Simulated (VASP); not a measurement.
# SnO2 (P4_2/mnm) in VASP: a series of runs, part 2 of 2

VASP 6.6.1. The steps go on from the part before.

## 3. Single point, PBE (13.84 Å³/atom)

This run uses another cell than the first one, of 13.84 Å³/atom.

File INCAR:

```
SYSTEM = SnO2
ALGO = Normal
EDIFF = 1E-6
ENCUT = 520
GGA = PE
ISIF = 2
ISMEAR = 0
LASPH = .True.
LCHARG = .False.
LREAL = .False.
LWAVE = .False.
NBANDS = 35
NELM = 80
PREC = Accurate
SIGMA = 0.05
```

File KPOINTS:

```
k-points
0
Gamma
  6 6 10
  0 0 0
```

File POSCAR:

```
SnO2
1.0
    5.0356213921      0.0000000000      0.0000000000
    0.0000000000      5.0356213921      0.0000000000
    0.0000000000      0.0000000000      3.2736698919
Sn O
2 4
Direct
    0.0000000000      0.0000000000      0.0000000000
    0.5000000000      0.5000000000      0.5000000000
    0.3100265667      0.3100265667      0.0000000000
    0.8100265667      0.1899734333      0.5000000000
    0.1899734333      0.8100265667      0.5000000000
    0.6899734333      0.6899734333      0.0000000000
```

Potentials or basis: VASP PAW PBE potentials, release 64 (Sn_d, O).

Run with:

```
$ cat potpaw_PBE.64/Sn_d/POTCAR potpaw_PBE.64/O/POTCAR > POTCAR
$ mpirun -np 1 vasp_std > vasp.out
```

OUTCAR:

```text
SYSTEM = SnO2
   EDIFF = 1E-6
   ENCUT = 520
   GGA = PE
   ISIF = 2
   ISMEAR = 0
   LASPH = .True.
   LREAL = .False.
   NELM = 80
   PREC = Accurate

 ion  position               nearest neighbor table
   1  0.000  0.000  0.000-   4 2.12   5 2.12   4 2.12   5 2.12   3 2.21   6 2.21
   2  0.500  0.500  0.500-   3 2.12   6 2.12   3 2.12   6 2.12   5 2.21   4 2.21
   3  0.310  0.310  0.000-   2 2.12   2 2.12   1 2.21
   4  0.810  0.190  0.500-   1 2.12   1 2.12   2 2.21
   5  0.190  0.810  0.500-   1 2.12   1 2.12   2 2.21
   6  0.690  0.690  0.000-   2 2.12   2 2.12   1 2.21

  LATTYP: Found a simple tetragonal cell.
 ALAT       =     5.0356213921
 C/A-ratio  =     0.6501024674

  Lattice vectors:

 A1 = (   5.0356213921,   0.0000000000,   0.0000000000)
 A2 = (   0.0000000000,   5.0356213921,   0.0000000000)
 A3 = (   0.0000000000,   0.0000000000,   3.2736698919)

Analysis of symmetry for initial positions (statically):
=====================================================================
 Subroutine PRICEL returns:
 Original cell was already a primitive cell.

 Routine SETGRP: Setting up the symmetry group for a
 simple tetragonal supercell.

 Subroutine GETGRP returns: Found 16 space group operations
 (whereof  8 operations were pure point group operations)
 out of a pool of 16 trial point group operations.

The static configuration has the point symmetry D_2h.
 The point group associated with its full space group is D_4h.

Analysis of symmetry for dynamics (positions and initial velocities):
=====================================================================
 Subroutine PRICEL returns:
 Original cell was already a primitive cell.

 Routine SETGRP: Setting up the symmetry group for a
 simple tetragonal supercell.

 Subroutine GETGRP returns: Found 16 space group operations
 (whereof  8 operations were pure point group operations)
 out of a pool of 16 trial point group operations.

The dynamic configuration has the point symmetry D_2h.
 The point group associated with its full space group is D_4h.

 Subroutine INISYM returns: Found 16 space group operations
 (whereof  8 operations are pure point group operations),
 and found     1 'primitive' translations

----------------------------------------------------------------------------------------

                                     Primitive cell

  volume of cell :      83.0120

  direct lattice vectors                    reciprocal lattice vectors
     5.035621392  0.000000000  0.000000000     0.198585224  0.000000000  0.000000000
     0.000000000  5.035621392  0.000000000     0.000000000  0.198585224  0.000000000
     0.000000000  0.000000000  3.273669892     0.000000000  0.000000000  0.305467574

  length of vectors
     5.035621392  5.035621392  3.273669892     0.198585224  0.198585224  0.305467574

  position of ions in fractional coordinates (direct lattice)
     0.000000000  0.000000000  0.000000000
     0.500000000  0.500000000  0.500000000
     0.310026567  0.310026567  0.000000000
[... 35 lines left out ...]
 ===========================================

 Found     60 irreducible k-points:

 Following reciprocal coordinates:
            Coordinates               Weight
  0.000000  0.000000  0.000000      1.000000
  0.166667  0.000000  0.000000      4.000000
  0.333333  0.000000  0.000000      4.000000
  0.500000  0.000000  0.000000      2.000000
  0.166667  0.166667  0.000000      4.000000
  0.333333  0.166667  0.000000      8.000000
[... 16 lines left out ...]
  0.333333  0.000000  0.200000      8.000000
  0.500000  0.000000  0.200000      4.000000
 [... further k-points ...]
   k-points           NKPTS =     60   k-points in BZ     NKDIM =     60   number of bands    NBANDS=     35
   number of dos      NEDOS =    301   number of ions     NIONS =      6
   total plane-waves  NPLWV =  38400
   dimension x,y,z NGX =    40 NGY =   40 NGZ =   24
   dimension x,y,z NGXF=    80 NGYF=   80 NGZF=   48
   ions per type =               2   4
   NGX,Y,Z   is equivalent  to a cutoff of  13.21, 13.21, 12.19 a.u.
[... 17 lines left out ...]
   ISIF   =      2    stress and relaxation
   ISYM   =      2    0-nonsym 1-usesym 2-fastsym
   POTIM  = 0.5000    time-step for ionic-motion
   TEBEG  =    0.0;   TEEND  =   0.0 temperature during run
   PSTRESS=    0.0 pullay stress
   NELECT =      52.0000    total number of electrons
   NUPDOWN=      -1.0000    fix difference up-down
   EMIN   =  10.00;   EMAX   =-10.00  energy-range for DOS
   EFERMI =   0.00;   METHOD = LEGACY
   ISMEAR =     0;   SIGMA  =   0.05  broadening in eV -4-tet -1-fermi 0-gaus
   EFERMI_NEDOS =   21; number of points for ismear=-14 and -15
   IALGO  =     38    algorithm
   IMIX   =      4    mixing-type and parameters
     AMIX     =   0.40;   BMIX     =  1.00
     AMIX_MAG =   1.60;   BMIX_MAG =  1.00
  volume/ion in A,a.u.               =      13.84        93.37
  Fermi-wavevector in a.u.,A,eV,Ry     =   1.400755  2.647044 26.696200  1.962115
  Thomas-Fermi vector in A             =   2.523684
   LORBIT       =      0    0 simple, 1 ext, 2 COOP (PROOUT), +10 PAW based schemes
   GGA     = PE    functional components
   LHFCALC =     F    Hartree Fock is set to
   AEXX    =    0.0000 exact exchange contribution
   IVDW    =     0    specifies the selected vdW correction
   LEPSILON=     F    determine dielectric tensor
   LRPA    =     F    only Hartree local field effects (RPA)
 non-spin polarized calculation
 Gauss-broadening in eV      SIGMA  =   0.05
  energy-cutoff  :      520.00
  volume of cell :       83.01
 maximum number of plane-waves:      2256
 NGX is ok and might be reduce to    40
   NGX = 19   NGY = 19   NGZ = 13

 number of electron      52.0000010 magnetization

 Free energy of the ion-electron system (eV)
  ---------------------------------------------------
  ext. energy  EPLUGINS =         0.00000000
  ---------------------------------------------------
  free energy    TOTEN  =       -37.02500555 eV

  energy without entropy =      -37.02480846  energy(sigma->0) =      -37.02490701

 E-fermi :   4.4629     XC(G=0): -10.4648

 val. band max:        4.4470526680   @ k =   0.0000   0.0000   0.0000
 cond. band min:       4.4674462955   @ k =   0.0000   0.0000   0.0000
 fundamental gap:      0.0203936274
 Fermi energy:         4.4628783802

 k-point     1 :       0.0000    0.0000    0.0000
  band No.  band energies     occupation
      1     -16.4823      2.00000
      2     -16.0510      2.00000
      3     -15.8682      2.00000
      4     -15.8422      2.00000
      5     -15.8422      2.00000
      6     -15.8024      2.00000
[... 901 lines left out ...]
     34      15.6419      0.00000
     35      16.2550      0.00000

 [... further k-points ...]

------------------------ aborting loop because EDIFF is reached ----------------------------------------

  FORCE on cell =-STRESS in cart. coord.  units (eV):
  Direction    XX          YY          ZZ          XY          YZ          ZX
  --------------------------------------------------------------------------------------
  -------------------------------------------------------------------------------------
  Total       -5.9483741     -5.9483741     -5.7888723      0.0000000      0.0000000      0.0000000
  in kB     -114.8068579   -114.8068579   -111.7283863      0.0000000      0.0000000      0.0000000
  external PRESSURE =    -113.7807007 kB  Pullay stress =       0.0000000 kB

 VOLUME and BASIS-vectors are now :
 -----------------------------------------------------------------------------
  energy-cutoff  :      520.00
  volume of cell :       83.01
      direct lattice vectors                 reciprocal lattice vectors
     5.035621392  0.000000000  0.000000000     0.198585224  0.000000000  0.000000000
     0.000000000  5.035621392  0.000000000     0.000000000  0.198585224  0.000000000
     0.000000000  0.000000000  3.273669892     0.000000000  0.000000000  0.305467574

 POSITION                                       TOTAL-FORCE (eV/Angst)
 -----------------------------------------------------------------------------------
      0.00000      0.00000      0.00000         0.000000      0.000000      0.000000
      2.51781      2.51781      1.63683         0.000000      0.000000      0.000000
      1.56118      1.56118      0.00000        -0.019559     -0.019559     -0.000000
      4.07899      0.95663      1.63683        -0.019559      0.019559      0.000000
      0.95663      4.07899      1.63683         0.019559     -0.019559     -0.000000
      3.47444      3.47444      0.00000         0.019559      0.019559      0.000000
 -----------------------------------------------------------------------------------
    total drift:                                0.000000     -0.000000     -0.000000

  FREE ENERGIE OF THE ION-ELECTRON SYSTEM (eV)
  ---------------------------------------------------
  free  energy   TOTEN  =       -37.0250055471 eV

  energy  without entropy=      -37.0248084648  energy(sigma->0) =      -37.02490701
```

OSZICAR:

```text
N       E                     dE             d eps       ncg     rms          rms(c)
DAV:   1     0.641661296739E+03    0.64166E+03   -0.25523E+04  4553   0.221E+03
DAV:   2     0.616963946105E+02   -0.57996E+03   -0.55000E+03  4568   0.604E+02
DAV:   3    -0.374799033055E+02   -0.99176E+02   -0.97162E+02  4623   0.207E+02
DAV:   4    -0.428893618462E+02   -0.54095E+01   -0.53679E+01  5277   0.526E+01
DAV:   5    -0.430342592638E+02   -0.14490E+00   -0.14464E+00  5225   0.915E+00    0.151E+01
DAV:   6    -0.370041422979E+02    0.60301E+01   -0.17877E+01  6550   0.657E+01    0.589E+00
DAV:   7    -0.370615608116E+02   -0.57419E-01   -0.19970E+00  4719   0.806E+00    0.312E+00
DAV:   8    -0.370329264293E+02    0.28634E-01   -0.23403E-01  5436   0.357E+00    0.747E-01
DAV:   9    -0.370239286155E+02    0.89978E-02   -0.37213E-02  6484   0.238E+00    0.132E-01
DAV:  10    -0.370249542414E+02   -0.10256E-02   -0.48121E-03  5533   0.725E-01    0.576E-02
DAV:  11    -0.370250083189E+02   -0.54078E-04   -0.38031E-04  6787   0.210E-01    0.334E-02
DAV:  12    -0.370250089134E+02   -0.59450E-06   -0.32297E-05  4637   0.387E-02    0.198E-02
DAV:  13    -0.370250054445E+02    0.34689E-05   -0.13463E-05  5132   0.251E-02    0.268E-03
DAV:  14    -0.370250055471E+02   -0.10262E-06   -0.73411E-07  2740   0.840E-03
   1 F= -.37025006E+02 E0= -.37024907E+02  d E =-.197082E-03
```

stdout:

```text
POSCAR found type information on POSCAR SnO
 POSCAR found :  2 types and       6 ions
 scaLAPACK will be used
 LDA part: xc-table for (Slater+PW92), standard interpolation
 POSCAR, INCAR and KPOINTS ok, starting setup
 FFT: planning ... GRIDC
 FFT: planning ... GRID_SOFT
 FFT: planning ... GRID
 WAVECAR not read
 entering main loop
```

Run time: 51 s. Hardware: 1 thread of Intel Xeon 6975P-C (Granite Rapids), shared host; peak memory 0.27 GiB.

Results:

- Free energy: -37.0250 eV
- Pressure: -11.4 GPa
- Largest force: 0.028 eV/Å

Forces in eV/Å, atoms in the order of the input:
```
Sn   0.000  0.000  0.000
Sn   0.000  0.000  0.000
O   -0.020 -0.020  0.000
O   -0.020  0.020  0.000
O    0.020 -0.020  0.000
O    0.020  0.020  0.000
```

Stress tensor (GPa, compression positive):
```
-11.48   0.00   0.00
  0.00 -11.48   0.00
  0.00   0.00 -11.17
```

Caveat: the cell stands under tension; spin-orbit coupling is left out, which moves the levels of the heavy elements.

## 4. Single point, PBE (11.89 Å³/atom)

This run uses another cell than the first one, of 11.89 Å³/atom.

File INCAR:

```
SYSTEM = SnO2
PREC     = Accurate       ! precision mode
ENCUT    = 520            ! plane-wave cutoff, eV
EDIFF    = 1E-7           ! SCF threshold, eV
ISMEAR   = 0              ! smearing method
SIGMA    = 0.05           ! smearing width, eV
LREAL    = .FALSE.        ! projectors in reciprocal space
LASPH    = .TRUE.         ! aspherical terms in the spheres
NELM     = 80             ! most SCF steps
ALGO     = Normal         ! electronic algorithm
ISIF     = 2              ! what is computed and relaxed
LWAVE    = .FALSE.        ! write WAVECAR
LCHARG   = .FALSE.        ! write CHGCAR
GGA      = PE             ! functional
NBANDS   = 35             ! bands
```

File KPOINTS:

```
Automatic mesh
0
G
  6 6 10
  0 0 0
```

File POSCAR:

```
SnO2
1.0
    4.7163661304      0.0000000000      0.0000000000
    0.0000000000      4.7163661304      0.0000000000
    0.0000000000      0.0000000000      3.2060118510
Sn O
2 4
Direct
    0.0000000000      0.0000000000      0.0000000000
    0.5000000000      0.5000000000      0.5000000000
    0.3055970216      0.3055970216      0.0000000000
    0.8055970216      0.1944029784      0.5000000000
    0.1944029784      0.8055970216      0.5000000000
    0.6944029784      0.6944029784      0.0000000000
```

Run with:

```
$ cat potpaw_PBE.64/Sn_d/POTCAR potpaw_PBE.64/O/POTCAR > POTCAR
$ mpirun -np 1 vasp_std > vasp.out
```

It took 43 s on 1 thread of Intel Xeon 6975P-C (Granite Rapids), shared host; peak memory 0.25 GiB.

The run converged. Its results:

| Quantity | Value |
| --- | --- |
| Free energy | -37.1549 eV |
| Pressure | 11.8 GPa |
| Largest force | 0.003 eV/Å |
| Band gap on the k mesh | 1.24 eV |

Forces on the atoms (eV/Å):
```
Sn   0.000  0.000  0.000
Sn   0.000  0.000  0.000
O   -0.002 -0.002  0.000
O   -0.002  0.002  0.000
O    0.002 -0.002  0.000
O    0.002  0.002  0.000
```

Stress tensor (GPa, compression positive):
```
11.66  0.00  0.00
 0.00 11.66  0.00
 0.00  0.00 11.96
```

Levels at points of the mesh, in eV from the valence-band top:
```tsv
k point	band 22	band 23	band 24	band 25	band 26	band 27	band 28	band 29	band 30	band 31
(0.00, 0.00, 0.00)	-1.26	-1.26	-0.78	-0.78	0.00	1.24	6.13	6.27	6.27	10.43
(0.50, 0.00, 0.00)	-1.98	-1.21	-1.21	-0.62	-0.62	4.46	4.46	7.05	7.05	11.12
(0.50, 0.50, 0.00)	-2.02	-1.34	-1.34	-0.89	-0.89	4.87	4.87	7.51	7.51	11.14
(0.00, 0.00, 0.50)	-2.64	-1.68	-1.68	-1.26	-1.26	6.21	6.21	9.81	9.81	10.60
(0.50, 0.00, 0.50)	-1.74	-1.10	-1.10	-0.68	-0.68	6.50	6.50	8.14	8.14	10.97
(0.50, 0.50, 0.50)	-2.34	-0.95	-0.95	-0.82	-0.82	4.87	4.87	8.95	8.95	10.98
```

Caveat: the cell stands under pressure; spin-orbit coupling is left out, which moves the levels of the heavy elements.

## 5. Single point, PBE (12.07 Å³/atom)

This run uses another cell than the first one, of 12.07 Å³/atom.

File INCAR:

```
PREC = Accurate
ENCUT = 520
EDIFF = 1E-6
ISMEAR = 0
SIGMA = 0.05
LREAL = False
LASPH = True
NELM = 80
ALGO = Normal
ISIF = 2
LWAVE = False
LCHARG = False
GGA = PE
NBANDS = 35
```

File KPOINTS:

```
regular mesh
0
Gamma
  6 6 10
```

File POSCAR:

```
SnO2
1.0
    4.7467198367      0.0000000000      0.0000000000
    0.0000000000      4.7467198367      0.0000000000
    0.0000000000      0.0000000000      3.2153804961
Sn O
2 4
Direct
    0.0000000000      0.0000000000      0.0000000000
    0.5000000000      0.5000000000      0.5000000000
    0.3058560518      0.3058560518      0.0000000000
    0.8058560518      0.1941439482      0.5000000000
    0.1941439482      0.8058560518      0.5000000000
    0.6941439482      0.6941439482      0.0000000000
```

Run with:

```
$ cat potpaw_PBE.64/Sn_d/POTCAR potpaw_PBE.64/O/POTCAR > POTCAR
$ mpirun -np 1 vasp_std > vasp.out
```

Wall time 42 s (1 thread of Intel Xeon 6975P-C (Granite Rapids), shared host); peak memory 0.25 GiB.

Results (log left out):

```yaml
Free_energy: -37.2270 eV
Pressure: 8.3 GPa
Largest_force: 0.014 eV/Å
Band_gap_on_the_k_mesh: 1.07 eV
```

Forces on the atoms (eV/Å):
```
Sn   0.000  0.000  0.000
Sn   0.000  0.000  0.000
O   -0.010 -0.010  0.000
O   -0.010  0.010  0.000
O    0.010 -0.010  0.000
O    0.010  0.010  0.000
```

Stress tensor (GPa, compression positive):
```
8.23 0.00 0.00
0.00 8.23 0.00
0.00 0.00 8.54
```

Levels at points of the mesh, in eV from the valence-band top:
| k point | band 23 | band 24 | band 25 | band 26 | band 27 | band 28 | band 29 | band 30 |
| --- | --- | --- | --- | --- | --- | --- | --- | --- |
| (0.00, 0.00, 0.00) | -1.26 | -0.77 | -0.77 | 0.00 | 1.07 | 6.01 | 6.21 | 6.21 |
| (0.50, 0.00, 0.00) | -1.21 | -1.21 | -0.62 | -0.62 | 4.29 | 4.29 | 6.98 | 6.98 |
| (0.50, 0.50, 0.00) | -1.34 | -1.34 | -0.88 | -0.88 | 4.70 | 4.70 | 7.41 | 7.41 |
| (0.00, 0.00, 0.50) | -1.64 | -1.64 | -1.24 | -1.24 | 6.03 | 6.03 | 9.68 | 9.68 |
| (0.50, 0.00, 0.50) | -1.08 | -1.08 | -0.70 | -0.70 | 6.31 | 6.31 | 7.99 | 7.99 |
| (0.50, 0.50, 0.50) | -0.94 | -0.94 | -0.81 | -0.81 | 4.72 | 4.72 | 8.86 | 8.86 |

Caveat: the cell stands under pressure; spin-orbit coupling is left out, which moves the levels of the heavy elements.

## 6. Single point, PBE (12.33 Å³/atom)

This run uses another cell than the first one, of 12.33 Å³/atom.

File INCAR:

```
SYSTEM = SnO2
PREC     = Accurate       ! precision mode
ENCUT    = 520            ! plane-wave cutoff, eV
EDIFF    = 1E-7           ! SCF threshold, eV
ISMEAR   = 0              ! smearing method
SIGMA    = 0.05           ! smearing width, eV
LREAL    = .FALSE.        ! projectors in reciprocal space
LASPH    = .TRUE.         ! aspherical terms in the spheres
NELM     = 60             ! most SCF steps
ALGO     = Normal         ! electronic algorithm
ISIF     = 2              ! what is computed and relaxed
LWAVE    = .FALSE.        ! write WAVECAR
LCHARG   = .FALSE.        ! write CHGCAR
GGA      = PE             ! functional
NBANDS   = 35             ! bands
```

File KPOINTS:

```
Automatic mesh
0
G
  6 6 10
  0 0 0
```

File POSCAR:

```
SnO2
1.0
    4.7871893771      0.0000000000      0.0000000000
    0.0000000000      4.7871893771      0.0000000000
    0.0000000000      0.0000000000      3.2271057571
Sn O
2 4
Direct
    0.0000000000      0.0000000000      0.0000000000
    0.5000000000      0.5000000000      0.5000000000
    0.3061786362      0.3061786362      0.0000000000
    0.8061786362      0.1938213638      0.5000000000
    0.1938213638      0.8061786362      0.5000000000
    0.6938213638      0.6938213638      0.0000000000
```

Potentials or basis: VASP PAW PBE potentials, release 64 (Sn_d, O).

Run with:

```
$ cat potpaw_PBE.64/Sn_d/POTCAR potpaw_PBE.64/O/POTCAR > POTCAR
$ mpirun -np 1 vasp_std > vasp.out
```

Wall time 46 s (1 thread of Intel Xeon 6975P-C (Granite Rapids), shared host); peak memory 0.25 GiB.

Results (log left out):

- Free energy: -37.2873 eV
- Pressure: 4.2 GPa
- Largest force: 0.015 eV/Å
- Band gap on the k mesh: 0.86 eV

Forces on the atoms (eV/Å):
```
Sn   0.000  0.000  0.000
Sn   0.000  0.000  0.000
O   -0.011 -0.011  0.000
O   -0.011  0.011  0.000
O    0.011 -0.011  0.000
O    0.011  0.011  0.000
```

Stress tensor (GPa, compression positive):
```
4.12 0.00 0.00
0.00 4.12 0.00
0.00 0.00 4.43
```

Levels at points of the mesh, in eV from the valence-band top:
```csv
k point,band 22,band 23,band 24,band 25,band 26,band 27,band 28,band 29,band 30,band 31
"(0.00, 0.00, 0.00)",-1.26,-1.26,-0.75,-0.75,0.00,0.86,5.85,6.13,6.13,10.22
"(0.50, 0.00, 0.00)",-1.93,-1.21,-1.21,-0.61,-0.61,4.08,4.08,6.89,6.89,10.65
"(0.50, 0.50, 0.00)",-1.92,-1.33,-1.33,-0.87,-0.87,4.48,4.48,7.28,7.28,10.71
"(0.00, 0.00, 0.50)",-2.60,-1.58,-1.58,-1.21,-1.21,5.80,5.80,9.52,9.52,10.41
"(0.50, 0.00, 0.50)",-1.69,-1.05,-1.05,-0.73,-0.73,6.07,6.07,7.79,7.79,10.71
"(0.50, 0.50, 0.50)",-2.40,-0.93,-0.93,-0.80,-0.80,4.53,4.53,8.74,8.74,10.71
```

Caveat: the cell stands under pressure; spin-orbit coupling is left out, which moves the levels of the heavy elements.

## 7. Overview

| task | cell | cutoff (eV) | gap on the mesh (eV) | pressure (GPa) | largest force (eV/Å) |
| --- | --- | --- | --- | --- | --- |
| relaxation of shape and atoms at fixed volume | relaxed from a = 4.955, b = 4.955, c = 3.288 Å, 6 atoms, atomic positions A | 600 | 0.12 | -9.0 | - |
| single point | a = 5.036, b = 5.036, c = 3.274 Å, 6 atoms, atomic positions B | 520 | - | -11.4 | 0.03 |
| single point | a = 4.716, b = 4.716, c = 3.206 Å, 6 atoms, atomic positions C | 520 | 1.24 | 11.8 | - |
| single point | a = 4.747, b = 4.747, c = 3.215 Å, 6 atoms, atomic positions C | 520 | 1.07 | 8.3 | 0.01 |
| single point | a = 4.787, b = 4.787, c = 3.227 Å, 6 atoms, atomic positions A | 520 | 0.86 | 4.2 | 0.02 |

Alike in all rows: level PBE; potentials or basis VASP PAW PBE potentials, release 64 (Sn_d, O); no spin polarisation; k mesh 6 × 6 × 10; smearing gaussian 0.05 eV.

Caveats: spin-orbit coupling is left out, which moves the levels of the heavy elements; the cell stands under pressure (at least some runs); the cell stands under tension (at least some runs).

Absolute energies hang on the potentials; compare differences alone.
